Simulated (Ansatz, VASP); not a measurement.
Co in VASP and in Ansatz

File INCAR:

```
SYSTEM = Co
ALGO     = Fast           ! electronic algorithm
EDIFF    = 1E-6           ! SCF threshold, eV
ENCUT    = 520            ! plane-wave cutoff, eV
GGA      = PE             ! functional
ISIF     = 2              ! what is computed and relaxed
ISMEAR   = 0              ! smearing method
ISPIN    = 2              ! spin polarisation
LASPH    = .True.         ! aspherical terms in the spheres
LCHARG   = .False.        ! write CHGCAR
LMAXMIX  = 4              ! l up to which the mixer works
LORBIT   = 11             ! projections on sites
LREAL    = .False.        ! projectors in reciprocal space
LWAVE    = .False.        ! write WAVECAR
MAGMOM   = 1.5            ! initial moments
NBANDS   = 14             ! bands
NELM     = 150            ! most SCF steps
PREC     = Accurate       ! precision mode
SIGMA    = 0.05           ! smearing width, eV
```

The input KPOINTS:

```
k-points
0
Gamma
  10 10 10
  0 0 0
```

POSCAR

```
Co
1.0
    0.0000000000      1.7708472648      1.7708472648
    1.7708472648      0.0000000000      1.7708472648
    1.7708472648      1.7708472648      0.0000000000
Co
1
Direct
    0.0000000000      0.0000000000      0.0000000000
```

Input for Ansatz:

```yaml
crystal:
  lattice:
    - [0.0, 1.7708472648, 1.7708472648]
    - [1.7708472648, 0.0, 1.7708472648]
    - [1.7708472648, 1.7708472648, 0.0]
  atoms:
    - { symbol: Co, position: [0.0, 0.0, 0.0], spin: 1.5 }
basis:
  ecutwfc: 420
  ecutrho_ratio: 4
kpoints:
  mp_grid: { grid: [10, 10, 10] }
hamiltonian:
  xc: pbe
scf:
  occupations: { method: gaussian, width: 0.05 }
output:
  forces: true
  stress: true
  eigenvalues: true
  populations: true
magnetization:
  spin_polarized: true
```

Alike in both runs: task single point; functional PBE; k mesh 10 × 10 × 10; occupations gaussian, width 0.05 eV; collinear spin.

|  | VASP | Ansatz |
| --- | --- | --- |
| version | VASP 6.6.1 | Ansatz 0.2.0 |
| potentials or method | VASP PAW PBE potentials, release 64 (Co), cutoff 520 eV | scalar-relativistic, plane waves, PAW |
| valence electrons in the cell | 9 | 17 |

|  | VASP | Ansatz | Ansatz less VASP |
| --- | --- | --- | --- |
| gap on the k mesh at the Fermi level (eV) | none | none | - |
| pressure (GPa) | -3.1 | -2.6 | +0.53 |
| net moment per atom (μB) | 1.73 | 1.73 | +0.005 |
| size of the moment on the site where the two differ most (μB) | 1.75 | 1.80 | +0.052 |

Site moments also hang on the region over which each program counts them. A gap of «none» marks a metal or a gap that the smearing closes. VASP's potentials hold 9 valence electrons a cell and Ansatz's 17, so a difference there can come from the potentials and not from the codes.
